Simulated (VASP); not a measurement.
# TaSi (rocksalt type) (Fm-3m) in VASP: a series of runs

TaSi (rocksalt type) is run at these levels: PBE; tasks: single point.

Everything below comes from runs of VASP 6.6.1. Logs are shortened: lines on timing, memory, paths and dates and some standing lists are left out, and cuts for length are marked.

## (1) The cell of the first run

It takes space group Fm-3m (No. 225, cubic). Conventional cell: a = 3.946 Å, b = 3.946 Å, c = 3.946 Å, α = 90.00°, β = 90.00°, γ = 90.00°. Within 2.6 Å of Ta (site symmetry m-3m) lie 6 Si at 1.97 Å. Si (site symmetry m-3m) has 6 Ta at 1.97 Å within 2.6 Å.

## (2) Single point, PBE (7.68 Å³/atom)

INCAR

```
PREC = Accurate
ENCUT = 520
EDIFF = 1E-7
ISMEAR = -1
SIGMA = 0.05
LREAL = False
LASPH = True
NELM = 60
ALGO = Normal
ISIF = 2
LWAVE = False
LCHARG = False
GGA = PE
NBANDS = 14
```

KPOINTS

```
regular mesh
0
Gamma
  14 14 14
```

POSCAR

```
TaSi
1.0
    0.0000000000      1.9731825010      1.9731825010
    1.9731825010      0.0000000000      1.9731825010
    1.9731825010      1.9731825010      0.0000000000
Ta Si
1 1
Direct
    0.0000000000      0.0000000000      0.0000000000
    0.5000000000      0.5000000000      0.5000000000
```

Potentials or basis: VASP PAW PBE potentials, release 64 (Ta_pv, Si).

Started as:

```bash
> cat potpaw_PBE.64/Ta_pv/POTCAR potpaw_PBE.64/Si/POTCAR > POTCAR
> mpirun -np 1 vasp_std > vasp.out
```

OUTCAR:

```text
PREC = Accurate
   ENCUT = 520
   EDIFF = 1E-7
   ISMEAR = -1
   LREAL = False
   LASPH = True
   NELM = 60
   ISIF = 2
   GGA = PE

 ion  position               nearest neighbor table
   1  0.000  0.000  0.000-   2 1.97   2 1.97   2 1.97   2 1.97   2 1.97   2 1.97
   2  0.500  0.500  0.500-   1 1.97   1 1.97   1 1.97   1 1.97   1 1.97   1 1.97

  LATTYP: Found a face centered cubic cell.
 ALAT       =     3.9463650020

  Lattice vectors:

 A1 = (   0.0000000000,   1.9731825010,   1.9731825010)
 A2 = (   1.9731825010,   0.0000000000,   1.9731825010)
 A3 = (   1.9731825010,   1.9731825010,   0.0000000000)

Analysis of symmetry for initial positions (statically):
=====================================================================
 Subroutine PRICEL returns:
 Original cell was already a primitive cell.

 Routine SETGRP: Setting up the symmetry group for a
 face centered cubic supercell.

 Subroutine GETGRP returns: Found 48 space group operations
 (whereof 48 operations were pure point group operations)
 out of a pool of 48 trial point group operations.

The static configuration has the point symmetry O_h .

Analysis of symmetry for dynamics (positions and initial velocities):
=====================================================================
 Subroutine PRICEL returns:
 Original cell was already a primitive cell.

 Routine SETGRP: Setting up the symmetry group for a
 face centered cubic supercell.

 Subroutine GETGRP returns: Found 48 space group operations
 (whereof 48 operations were pure point group operations)
 out of a pool of 48 trial point group operations.

The dynamic configuration has the point symmetry O_h .

 Subroutine INISYM returns: Found 48 space group operations
 (whereof 48 operations are pure point group operations),
 and found     1 'primitive' translations

----------------------------------------------------------------------------------------

                                     Primitive cell

  volume of cell :      15.3650

  direct lattice vectors                    reciprocal lattice vectors
     0.000000000  1.973182501  1.973182501    -0.253397747  0.253397747  0.253397747
     1.973182501  0.000000000  1.973182501     0.253397747 -0.253397747  0.253397747
     1.973182501  1.973182501  0.000000000     0.253397747  0.253397747 -0.253397747

  length of vectors
     2.790501454  2.790501454  2.790501454     0.438897772  0.438897772  0.438897772

  position of ions in fractional coordinates (direct lattice)
     0.000000000  0.000000000  0.000000000
     0.500000000  0.500000000  0.500000000

  ion indices of the primitive-cell ions
   primitive index   ion index
                 1           1
                 2           2

----------------------------------------------------------------------------------------

 KPOINTS: regular mesh

Automatic generation of k-mesh.
 Grid dimensions read from file:
 generate k-points for:   14   14   14

 Generating k-lattice:

  Cartesian coordinates                     Fractional coordinates (reciprocal lattice)
    -0.018099839  0.018099839  0.018099839     0.071428571  0.000000000  0.000000000
     0.018099839 -0.018099839  0.018099839     0.000000000  0.071428571  0.000000000
     0.018099839  0.018099839 -0.018099839     0.000000000  0.000000000  0.071428571

  Length of vectors
     0.031349841  0.031349841  0.031349841

  Shift w.r.t. Gamma in fractional coordinates (k-lattice)
     0.000000000  0.000000000  0.000000000

 Subroutine IBZKPT returns following result:
 ===========================================

 Found    104 irreducible k-points:

 Following reciprocal coordinates:
            Coordinates               Weight
  0.000000  0.000000  0.000000      1.000000
  0.071429  0.000000  0.000000      8.000000
  0.142857  0.000000  0.000000      8.000000
  0.214286  0.000000  0.000000      8.000000
  0.285714  0.000000  0.000000      8.000000
  0.357143  0.000000  0.000000      8.000000
[... 16 lines left out ...]
  0.214286  0.142857  0.000000     24.000000
  0.285714  0.142857  0.000000     24.000000
 [... further k-points ...]
   k-points           NKPTS =    104   k-points in BZ     NKDIM =    104   number of bands    NBANDS=     14
   number of dos      NEDOS =    301   number of ions     NIONS =      2
   total plane-waves  NPLWV =  13824
   dimension x,y,z NGX =    24 NGY =   24 NGZ =   24
   dimension x,y,z NGXF=    48 NGYF=   48 NGZF=   48
   ions per type =               1   1
   NGX,Y,Z   is equivalent  to a cutoff of  14.30, 14.30, 14.30 a.u.
   NGXF,Y,Z  is equivalent  to a cutoff of  28.60, 28.60, 28.60 a.u.
 SYSTEM =  unknown system
   PREC   = accura    normal or accurate (medium, high low for compatibility)
   ISTART =      0    job   : 0-new  1-cont  2-samecut
   ICHARG =      2    charge: 1-file 2-atom 10-const
   ISPIN  =      1    spin polarized calculation?
   LNONCOLLINEAR =      F non collinear calculations
   LSORBIT =      F    spin-orbit coupling
   LASPH  =      T    aspherical Exc in radial PAW
   ENCUT  =  520.0 eV  38.22 Ry    6.18 a.u.   5.19  5.19  5.19*2*pi/ulx,y,z
   NELM   =     60;   NELMIN=  2; NELMDL= -5     # of ELM steps
   EDIFF  = 0.1E-06   stopping-criterion for ELM
   LREAL  =      F    real-space projection
   EDIFFG = 0.1E-05   stopping-criterion for IOM
   NSW    =      0    number of steps for IOM
   IBRION =     -1    ionic relax: 0-MD 1-quasi-New 2-CG
   NFREE  =      0    steps in history (QN), initial steepest desc. (CG)
   ISIF   =      2    stress and relaxation
   ISYM   =      2    0-nonsym 1-usesym 2-fastsym
   POTIM  = 0.5000    time-step for ionic-motion
   TEBEG  =    0.0;   TEEND  =   0.0 temperature during run
   PSTRESS=    0.0 pullay stress
   NELECT =      15.0000    total number of electrons
   NUPDOWN=      -1.0000    fix difference up-down
   EMIN   =  10.00;   EMAX   =-10.00  energy-range for DOS
   EFERMI =   0.00;   METHOD = LEGACY
   ISMEAR =    -1;   SIGMA  =   0.05  broadening in eV -4-tet -1-fermi 0-gaus
   EFERMI_NEDOS =   21; number of points for ismear=-14 and -15
   IALGO  =     38    algorithm
   IMIX   =      4    mixing-type and parameters
     AMIX     =   0.40;   BMIX     =  1.00
     AMIX_MAG =   1.60;   BMIX_MAG =  1.00
  volume/ion in A,a.u.               =       7.68        51.84
  Fermi-wavevector in a.u.,A,eV,Ry     =   1.624032  3.068976 35.885106  2.637481
  Thomas-Fermi vector in A             =   2.717385
   LORBIT       =      0    0 simple, 1 ext, 2 COOP (PROOUT), +10 PAW based schemes
   GGA     = PE    functional components
   LHFCALC =     F    Hartree Fock is set to
   AEXX    =    0.0000 exact exchange contribution
   IVDW    =     0    specifies the selected vdW correction
   LEPSILON=     F    determine dielectric tensor
   LRPA    =     F    only Hartree local field effects (RPA)
 non-spin polarized calculation
  energy-cutoff  :      520.00
  volume of cell :       15.36
 maximum number of plane-waves:       428
 NGX is ok and might be reduce to    24
   NGX = 11   NGY = 11   NGZ = 11

 number of electron      14.9999999 magnetization

 Free energy of the ion-electron system (eV)
  ---------------------------------------------------
  ext. energy  EPLUGINS =         0.00000000
  ---------------------------------------------------
  free energy    TOTEN  =         0.67977600 eV

  energy without entropy =        0.68268522  energy(sigma->0) =        0.68123061

 E-fermi :  18.1936     XC(G=0): -15.8232

 val. band max:       18.1929991212   @ k =  -0.2857   0.2143   0.0714
 cond. band min:      18.2680218824   @ k =   0.3571   0.3571   0.0000
 fundamental gap:      0.0750227613
 Fermi energy:        18.1935530175

 k-point     1 :       0.0000    0.0000    0.0000
  band No.  band energies     occupation
      1     -15.7008      2.00000
      2     -15.7008      2.00000
      3     -15.7008      2.00000
      4       1.8874      2.00000
      5      12.9175      2.00000
      6      12.9175      2.00000
      7      12.9175      2.00000
      8      15.4393      2.00000
      9      15.4393      2.00000
     10      24.3009      0.00000
     11      24.3009      0.00000
     12      24.3009      0.00000
     13      25.5504      0.00000
     14      33.7426      0.00000

 k-point     2 :       0.0714    0.0000    0.0000
  band No.  band energies     occupation
      1     -15.8765      2.00000
      2     -15.7222      2.00000
      3     -15.7222      2.00000
      4       2.1996      2.00000
      5      12.6720      2.00000
      6      13.0577      2.00000
      7      13.0577      2.00000
      8      15.2242      2.00000
      9      15.2243      2.00000
     10      24.1723      0.00000
     11      24.8804      0.00000
     12      24.8804      0.00000
     13      26.1861      0.00000
     14      33.7422      0.00000

 k-point     3 :       0.1429    0.0000    0.0000
  band No.  band energies     occupation
      1     -16.3442      2.00000
      2     -15.7818      2.00000
      3     -15.7818      2.00000
      4       3.0435      2.00000
      5      12.1325      2.00000
      6      13.2169      2.00000
      7      13.2169      2.00000
      8      15.0297      2.00000
      9      15.0297      2.00000
     10      23.7479      0.00000
     11      26.4163      0.00000
     12      26.4163      0.00000
     13      28.0178      0.00000
     14      33.7402      0.00000
[... 324 lines left out ...]
 k-point    23 :       0.2143    0.1429    0.0000
  band No.  band energies     occupation
      1     -16.7513      2.00000
      2     -16.0019      2.00000
      3     -15.9857      2.00000
      4       4.2818      2.00000
      5      10.9784      2.00000
      6      12.2757      2.00000
      7      14.1267      2.00000
      8      14.6472      2.00000
      9      16.4586      2.00000
     10      25.3886      0.00000
     11      26.3836      0.00000
     12      28.8762      0.00000
     13      30.3376      0.00000
     14      33.7348      0.00000

 k-point    24 :       0.2857    0.1429    0.0000
  band No.  band energies     occupation
      1     -17.2666      2.00000
      2     -16.1009      2.00000
      3     -16.0882      2.00000
      4       5.3244      2.00000
      5      10.6628      2.00000
      6      11.4763      2.00000
      7      13.7202      2.00000
      8      15.8083      2.00000
      9      17.7026      1.99989
     10      24.9920      0.00000
     11      28.1054      0.00000
     12      31.2337      0.00000
     13      32.6399      0.00000
     14      33.6919      0.00000

 [... further k-points ...]

------------------------ aborting loop because EDIFF is reached ----------------------------------------

  FORCE on cell =-STRESS in cart. coord.  units (eV):
  Direction    XX          YY          ZZ          XY          YZ          ZX
  --------------------------------------------------------------------------------------
  -------------------------------------------------------------------------------------
  Total       56.0700360     56.0700360     56.0700360      0.0000000      0.0000000      0.0000000
  in kB     5846.6844587   5846.6844587   5846.6844587      0.0000000      0.0000000      0.0000000
  external PRESSURE =    5846.6844587 kB  Pullay stress =       0.0000000 kB

 VOLUME and BASIS-vectors are now :
 -----------------------------------------------------------------------------
  energy-cutoff  :      520.00
  volume of cell :       15.36
      direct lattice vectors                 reciprocal lattice vectors
     0.000000000  1.973182501  1.973182501    -0.253397747  0.253397747  0.253397747
     1.973182501  0.000000000  1.973182501     0.253397747 -0.253397747  0.253397747
     1.973182501  1.973182501  0.000000000     0.253397747  0.253397747 -0.253397747

 POSITION                                       TOTAL-FORCE (eV/Angst)
 -----------------------------------------------------------------------------------
      0.00000      0.00000      0.00000         0.000000      0.000000      0.000000
      1.97318      1.97318      1.97318         0.000000      0.000000     -0.000000
 -----------------------------------------------------------------------------------
    total drift:                                0.000000     -0.000000     -0.000000

  FREE ENERGIE OF THE ION-ELECTRON SYSTEM (eV)
  ---------------------------------------------------
  free  energy   TOTEN  =         0.6797759998 eV

  energy  without entropy=        0.6826852209  energy(sigma->0) =        0.68123061
```

It took 7.9 s on 1 thread of Intel Xeon 6975P-C (Granite Rapids), shared host; peak memory 0.15 GiB.

Results:

| Quantity | Value |
| --- | --- |
| Free energy | 0.6798 eV |
| Pressure | 584.7 GPa |
| Band gap on the k mesh | zero (an odd number of electrons rules out a gap without spin polarisation) |

Caveat: the cell stands under pressure; spin-orbit coupling is left out, which moves the levels of the heavy elements.

## (3) Single point, PBE (8.88 Å³/atom)

This run uses another cell than the first one, of 8.88 Å³/atom.

INCAR

```
PREC     = Accurate       # precision mode
ENCUT    = 520            # plane-wave cutoff, eV
EDIFF    = 1E-6           # SCF threshold, eV
ISMEAR   = -1             # smearing method
SIGMA    = 0.05           # smearing width, eV
LREAL    = False          # projectors in reciprocal space
LASPH    = True           # aspherical terms in the spheres
NELM     = 100            # most SCF steps
ALGO     = Normal         # electronic algorithm
ISIF     = 2              # what is computed and relaxed
LWAVE    = False          # write WAVECAR
LCHARG   = False          # write CHGCAR
GGA      = PE             # functional
NBANDS   = 14             # bands
```

KPOINTS

```
Automatic mesh
0
Gamma
  14 14 14
```

POSCAR

```
TaSi
1.0
    0.0000000000      2.0706063041      2.0706063041
    2.0706063041      0.0000000000      2.0706063041
    2.0706063041      2.0706063041      0.0000000000
Ta Si
1 1
Direct
    0.0000000000      0.0000000000      0.0000000000
    0.5000000000      0.5000000000      0.5000000000
```

Potentials or basis: VASP PAW PBE potentials, release 64 (Ta_pv, Si).

Started as:

```bash
> cat potpaw_PBE.64/Ta_pv/POTCAR potpaw_PBE.64/Si/POTCAR > POTCAR
> mpirun -np 1 vasp_std > vasp.out
```

It took 7.7 s on 1 thread of Intel Xeon 6975P-C (Granite Rapids), shared host; peak memory 0.16 GiB.

It converged, with:

```
Free energy            : -6.2528 eV
Pressure               : 364.4 GPa
Band gap on the k mesh : zero (an odd number of electrons rules out a gap without spin polarisation)
```

Levels at points of the mesh, in eV from the Fermi level:
| k point | band 4 | band 5 | band 6 | band 7 | band 8 | band 9 | band 10 | band 11 |
| --- | --- | --- | --- | --- | --- | --- | --- | --- |
| (0.00, 0.00, 0.00) | -15.71 | -4.19 | -4.19 | -4.19 | -2.15 | -2.15 | 5.04 | 5.04 |
| (0.50, 0.00, 0.00) | -10.99 | -6.20 | -6.20 | -6.14 | 3.36 | 3.36 | 4.66 | 6.54 |
| (0.50, 0.50, 0.00) | -12.36 | -8.58 | -3.46 | 0.78 | 1.93 | 1.93 | 5.29 | 5.29 |

Caveat: the cell stands under pressure; spin-orbit coupling is left out, which moves the levels of the heavy elements.
